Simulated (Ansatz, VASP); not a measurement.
## BaS: VASP beside Ansatz

```
Ba S
1.0
     0.00000    3.19375    3.19375
     3.19375    0.00000    3.19375
     3.19375    3.19375    0.00000
Ba S
1 1
Cartesian
  0.0000 0.0000 0.0000
  3.1938 3.1938 3.1938
```

Alike in both runs: task single point; functional LDA; k mesh 8 × 8 × 8; occupations fermi-dirac, width 0.02 eV; no spin polarisation.

|  | VASP | Ansatz |
| --- | --- | --- |
| version | VASP 6.6.1 | Ansatz 0.2.0 |
| potentials or method | VASP PAW LDA potentials, release 64 (Ba_sv, S), cutoff 520 eV | all-electron LAPW, scalar-relativistic |

|  | VASP | Ansatz | Ansatz less VASP |
| --- | --- | --- | --- |
| gap on the k mesh at the Fermi level (eV) | 1.90 | 2.01 | +0.104 |
| pressure (GPa) | -1.8 | -2.5 | -0.64 |

LDA's correlation is that of Perdew and Zunger in VASP and of Perdew and Wang (1992) in Ansatz. Ansatz ran all-electron here, and VASP with PAW potentials.

Spin-orbit coupling is off throughout.
